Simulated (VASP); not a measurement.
Here is a VASP 6.6.1 calculation.

File INCAR:

```
SYSTEM = TmHOs
PREC = Accurate
ENCUT = 600
EDIFF = 1E-6
ISMEAR = 0
SIGMA = 0.1
LREAL = .FALSE.
LASPH = .TRUE.
NELM = 200
ALGO = Normal
ISIF = 2
LWAVE = .FALSE.
LCHARG = .TRUE.
GGA = PE
LELF = .TRUE.
LVHAR = .TRUE.
NBANDS = 16
GGA_COMPAT = .FALSE.
LMAXMIX = 6
```

File KPOINTS:

```
regular mesh
0
G
  10 10 10
  0 0 0
```

The input POSCAR:

```
TmHOs
1.0
    3.4088351358      0.0000000000      0.0000000000
    0.0000000000      3.4088351358      0.0000000000
    0.0000000000      0.0000000000      3.5513360685
Tm H Os
1 1 1
Direct
    0.5000000000      0.5000000000      0.5000000000
    0.0000000000      0.0000000000      0.5000000000
    0.0000000000      0.0000000000      0.0000000000
```

Potentials or basis: VASP PAW PBE potentials, release 64 (Tm_3, H, Os), 4f in core.

Command:

```sh
$ cat potpaw_PBE.64/Tm_3/POTCAR potpaw_PBE.64/H/POTCAR potpaw_PBE.64/Os/POTCAR > POTCAR
$ mpirun -np 1 vasp_std > vasp.out
```

Task: Predict the pressure.

Result: 1.0 GPa.

Task: Predict the band gap on the k mesh.

Result: Zero (bands 9 and 10 overlap by 1.75 eV).

Stress tensor (GPa, compression positive):
```
0.69 0.00 0.00
0.00 0.69 0.00
0.00 0.00 1.53
```

Caveat: spin-orbit coupling is left out, which moves the levels of the heavy elements; the 4f electrons are frozen in the core, so they carry no moment and show no levels. Spin polarisation is off, so any magnetic state and its effect on volume and gap are missing.
